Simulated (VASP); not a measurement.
# NiO2 (R-3m) in VASP: a series of runs, part 2 of 2

VASP 6.6.1. Earlier steps stand in the parts before.

## Step 3: Single point, r2SCAN

This run uses another cell than the first one, of 15.44 Å³/atom.

POSCAR

```
NiO2
1.0
    1.3859340064      0.8001693717      6.9596153624
   -1.3859340064      0.8001693717      6.9596153624
    0.0000000000     -1.6003387434      6.9596153624
Ni O
1 2
Direct
    0.0000000000      0.0000000000      0.0000000000
    0.6216149294      0.6216149294      0.6216149294
    0.3783850706      0.3783850706      0.3783850706
```

INCAR.step1

```
  ALGO = Normal
  EDIFF = 1E-5
  ENCUT = 770
  GGA = PE
  GGA_COMPAT = False
  ISMEAR = 0
  LASPH = True
  LCHARG = False
  LREAL = False
  LWAVE = True
  NBANDS = 22
  NELM = 120
  PREC = Accurate
  SIGMA = 0.1
```

INCAR.step2

```
  ALGO = Normal
  EDIFF = 1E-6
  ENCUT = 770
  GGA_COMPAT = False
  ISIF = 2
  ISMEAR = 0
  ISTART = 1
  LASPH = True
  LCHARG = False
  LMIXTAU = True
  LREAL = False
  LWAVE = False
  METAGGA = R2SCAN
  NBANDS = 22
  NELM = 120
  PREC = Accurate
  SIGMA = 0.1
```

KPOINTS

```
k-points
0
Gamma
  6 6 6
```

Potentials or basis: VASP PAW PBE potentials, release 64 (Ni_sv_GW, O).

Run with:

```console
$ cat potpaw_PBE.64/Ni_sv_GW/POTCAR potpaw_PBE.64/O/POTCAR > POTCAR
$ cp INCAR.step1 INCAR
$ mpirun -np 1 vasp_std > vasp.out
$ cp INCAR.step2 INCAR
$ mpirun -np 1 vasp_std > vasp.out
```

OUTCAR:

```text
EDIFF = 1E-6
   ENCUT = 770
   ISIF = 2
   ISMEAR = 0
   ISTART = 1
   LASPH = True
   LREAL = False
   METAGGA = R2SCAN
   NELM = 120
   PREC = Accurate

 ion  position               nearest neighbor table
   1  0.000  0.000  0.000-   2 1.86   2 1.86   3 1.86   3 1.86   2 1.86   3 1.86
   2  0.622  0.622  0.622-   1 1.86   1 1.86   1 1.86
   3  0.378  0.378  0.378-   1 1.86   1 1.86   1 1.86

  LATTYP: Found a trigonal (rhomboedric) cell.
 ALAT       =     7.1412414947
 COS(alpha) =     0.9246700536

  Lattice vectors:

 A1 = (   1.3859340064,   0.8001693717,   6.9596153624)
 A2 = (  -1.3859340064,   0.8001693717,   6.9596153624)
 A3 = (   0.0000000000,  -1.6003387434,   6.9596153624)

Analysis of symmetry for initial positions (statically):
=====================================================================
 Subroutine PRICEL returns:
 Original cell was already a primitive cell.

 Routine SETGRP: Setting up the symmetry group for a
 trigonal (rhombohedral) supercell.

[... 165 lines left out ...]
  free energy    TOTEN  =       -27.54200986 eV

  energy without entropy =      -27.54200986  energy(sigma->0) =      -27.54200986

 E-fermi :  -1.4628     XC(G=0):  -8.4124

 val. band max:       -1.9363915910   @ k =   0.5000   0.5000   0.3333
 cond. band min:       0.0166470541   @ k =   0.5000   0.5000   0.1667
 fundamental gap:      1.9530386451
 Fermi energy:        -1.4627674357

 k-point     1 :       0.0000    0.0000    0.0000
  band No.  band energies     occupation
      1    -109.5918      2.00000
      2     -68.5424      2.00000
      3     -68.5424      2.00000
      4     -68.2995      2.00000
      5     -22.2718      2.00000
      6     -19.9014      2.00000
[... 589 lines left out ...]
     21      14.9248      0.00000
     22      15.3176      0.00000

 [... further k-points ...]

------------------------ aborting loop because EDIFF is reached ----------------------------------------

  FORCE on cell =-STRESS in cart. coord.  units (eV):
  Direction    XX          YY          ZZ          XY          YZ          ZX
  --------------------------------------------------------------------------------------
  -------------------------------------------------------------------------------------
  Total        0.2460558      0.2460558      0.0160918      0.0000000      0.0000000      0.0000000
  in kB        8.5130109      8.5130109      0.5567436      0.0000000      0.0000000      0.0000000
  external PRESSURE =       5.8609218 kB  Pullay stress =       0.0000000 kB

 VOLUME and BASIS-vectors are now :
 -----------------------------------------------------------------------------
  energy-cutoff  :      770.00
  volume of cell :       46.31
      direct lattice vectors                 reciprocal lattice vectors
     1.385934006  0.800169372  6.959615362     0.360767538  0.208289235  0.047895367
    -1.385934006  0.800169372  6.959615362    -0.360767538  0.208289235  0.047895367
     0.000000000 -1.600338743  6.959615362     0.000000000 -0.416578471  0.047895367

 POSITION                                       TOTAL-FORCE (eV/Angst)
 -----------------------------------------------------------------------------------
      0.00000      0.00000      0.00000         0.000000     -0.000000     -0.000000
      0.00000      0.00000     12.97860         0.000000      0.000000     -0.068119
      0.00000      0.00000      7.90024         0.000000     -0.000000      0.068119
 -----------------------------------------------------------------------------------
    total drift:                               -0.000000     -0.000000      0.000000

  FREE ENERGIE OF THE ION-ELECTRON SYSTEM (eV)
  ---------------------------------------------------
  free  energy   TOTEN  =       -27.5420098593 eV

  energy  without entropy=      -27.5420098593  energy(sigma->0) =      -27.54200986
```

It took 31 min on 1 thread of Intel Xeon Platinum 8375C at 2.90GHz (Ice Lake), shared host; peak memory 0.83 GiB.

What came out:

```yaml
Free_energy: -27.5420 eV
Pressure: 0.6 GPa
Largest_force: 0.068 eV/Å
Band_gap_on_the_k_mesh: 1.95 eV (least direct gap 2.21 eV)
```

Forces in eV/Å, atoms in the order of the input:
```
Ni   0.000  0.000  0.000
O    0.000  0.000 -0.068
O    0.000  0.000  0.068
```

Stress tensor (GPa, compression positive):
```
0.85 0.00 0.00
0.00 0.85 0.00
0.00 0.00 0.06
```

Levels at points of the mesh, in eV from the valence-band top:
| k point | band 12 | band 13 | band 14 | band 15 | band 16 | band 17 | band 18 | band 19 |
| --- | --- | --- | --- | --- | --- | --- | --- | --- |
| (0.00, 0.00, 0.00) | -1.01 | -0.67 | -0.67 | -0.10 | 3.01 | 3.01 | 8.17 | 11.77 |
| (0.50, 0.00, 0.00) | -1.79 | -1.57 | -1.50 | -0.92 | 2.32 | 2.90 | 13.51 | 13.89 |
| (0.50, 0.50, 0.00) | -1.79 | -1.57 | -1.49 | -0.93 | 2.32 | 2.90 | 13.66 | 14.32 |
| (0.50, 0.50, 0.50) | -1.06 | -0.67 | -0.67 | -0.09 | 3.01 | 3.01 | 8.90 | 9.90 |

Caveat: the k points lie up to 0.44 Å⁻¹ apart; the PAW data sets were made with another functional, which shifts forces and pressure a little; the run has no spin polarisation, though such a crystal can be magnetic. Spin polarisation is off, so any magnetic state and its effect on volume and gap are missing.

## Step 4: Single point, r2SCAN

This run uses another cell than the first one, of 11.33 Å³/atom.

POSCAR

```
NiO2
1.0
    1.3868768575      0.8007137270      5.1011519625
   -1.3868768575      0.8007137270      5.1011519625
    0.0000000000     -1.6014274540      5.1011519625
Ni O
1 2
Direct
    0.0000000000      0.0000000000      0.0000000000
    0.6052080933      0.6052080933      0.6052080933
    0.3947919067      0.3947919067      0.3947919067
```

INCAR.step1

```
PREC     = Accurate       # precision mode
ENCUT    = 770            # plane-wave cutoff, eV
ISMEAR   = 0              # smearing method
SIGMA    = 0.02           # smearing width, eV
LREAL    = F              # projectors in reciprocal space
LASPH    = T              # aspherical terms in the spheres
NELM     = 120            # most SCF steps
NBANDS   = 22             # bands
GGA      = PE             # functional
ALGO     = Normal         # electronic algorithm
EDIFF    = 1E-5           # SCF threshold, eV
LWAVE    = T              # write WAVECAR
LCHARG   = F              # write CHGCAR
GGA_COMPAT= F
```

INCAR.step2

```
PREC     = Accurate       # precision mode
ENCUT    = 770            # plane-wave cutoff, eV
EDIFF    = 1E-6           # SCF threshold, eV
ISMEAR   = 0              # smearing method
SIGMA    = 0.02           # smearing width, eV
LREAL    = F              # projectors in reciprocal space
LASPH    = T              # aspherical terms in the spheres
NELM     = 120            # most SCF steps
ALGO     = Normal         # electronic algorithm
ISIF     = 2              # what is computed and relaxed
LWAVE    = F              # write WAVECAR
LCHARG   = F              # write CHGCAR
METAGGA  = R2SCAN         # meta-GGA
LMIXTAU  = T            
NBANDS   = 22             # bands
ISTART   = 1            
GGA_COMPAT= F
```

KPOINTS

```
regular mesh
0
Gamma
  12 12 12
```

Potentials or basis: VASP PAW PBE potentials, release 64 (Ni_sv_GW, O).

Run with:

```console
$ cat potpaw_PBE.64/Ni_sv_GW/POTCAR potpaw_PBE.64/O/POTCAR > POTCAR
$ cp INCAR.step1 INCAR
$ mpirun -np 1 vasp_std > vasp.out
$ cp INCAR.step2 INCAR
$ mpirun -np 1 vasp_std > vasp.out
```

OUTCAR:

```text
PREC = Accurate
   ENCUT = 770
   EDIFF = 1E-6
   ISMEAR = 0
   LREAL = F
   LASPH = T
   NELM = 120
   ISIF = 2
   METAGGA = R2SCAN
   ISTART = 1

 ion  position               nearest neighbor table
   1  0.000  0.000  0.000-   2 1.86   3 1.86   2 1.86   2 1.86   3 1.86   3 1.86
   2  0.605  0.605  0.605-   1 1.86   1 1.86   1 1.86
   3  0.395  0.395  0.395-   1 1.86   1 1.86   1 1.86

  LATTYP: Found a trigonal (rhomboedric) cell.
 ALAT       =     5.3466177379
[... 794 lines left out ...]

  FORCE on cell =-STRESS in cart. coord.  units (eV):
  Direction    XX          YY          ZZ          XY          YZ          ZX
  --------------------------------------------------------------------------------------
  -------------------------------------------------------------------------------------
  Total        0.1925372      0.1925372      0.0226131      0.0000000      0.0000000      0.0000000
  in kB        9.0759176      9.0759176      1.0659461      0.0000000      0.0000000      0.0000000
  external PRESSURE =       6.4059271 kB  Pullay stress =       0.0000000 kB

 VOLUME and BASIS-vectors are now :
 -----------------------------------------------------------------------------
  energy-cutoff  :      770.00
  volume of cell :       33.99
      direct lattice vectors                 reciprocal lattice vectors
     1.386876857  0.800713727  5.101151963     0.360522275  0.208147633  0.065344717
    -1.386876857  0.800713727  5.101151963    -0.360522275  0.208147633  0.065344717
     0.000000000 -1.601427454  5.101151963     0.000000000 -0.416295265  0.065344717

 POSITION                                       TOTAL-FORCE (eV/Angst)
 -----------------------------------------------------------------------------------
      0.00000      0.00000      0.00000        -0.000000     -0.000000      0.000000
      0.00000      0.00000      9.26178         0.000000      0.000000     -0.059372
      0.00000      0.00000      6.04168         0.000000     -0.000000      0.059372
 -----------------------------------------------------------------------------------
    total drift:                               -0.000000     -0.000000     -0.000000

  FREE ENERGIE OF THE ION-ELECTRON SYSTEM (eV)
  ---------------------------------------------------
  free  energy   TOTEN  =       -27.5511323736 eV

  energy  without entropy=      -27.5511323736  energy(sigma->0) =      -27.55113237
```

It took 40 min on 1 thread of Intel Xeon Platinum 8259CL at 2.50GHz (Skylake/Cascade Lake), shared host; peak memory 0.57 GiB.

What came out:

| Item | Value |
| --- | --- |
| Free energy | -27.5511 eV |
| Pressure | 0.6 GPa |
| Largest force | 0.059 eV/Å |
| Band gap on the k mesh | 1.60 eV (least direct gap 1.81 eV) |

Forces in eV/Å, atoms in the order of the input:
```
Ni   0.000  0.000  0.000
O    0.000  0.000 -0.059
O    0.000  0.000  0.059
```

Levels at points of the mesh, in eV from the valence-band top:
```csv
k point,band 12,band 13,band 14,band 15,band 16,band 17,band 18,band 19
"(0.00, 0.00, 0.00)",-0.82,-0.82,-0.79,-0.35,2.87,2.87,8.47,12.42
"(0.50, 0.00, 0.00)",-1.94,-1.76,-1.70,-1.04,2.26,2.74,13.19,13.57
"(0.50, 0.50, 0.00)",-1.94,-1.72,-1.50,-1.09,2.08,2.77,13.47,14.19
"(0.50, 0.50, 0.50)",-1.54,-0.80,-0.80,-0.11,2.85,2.85,10.25,10.82
```

Caveat: the PAW data sets were made with another functional, which shifts forces and pressure a little; the run has no spin polarisation, though such a crystal can be magnetic. Spin polarisation is off, so any magnetic state and its effect on volume and gap are missing.
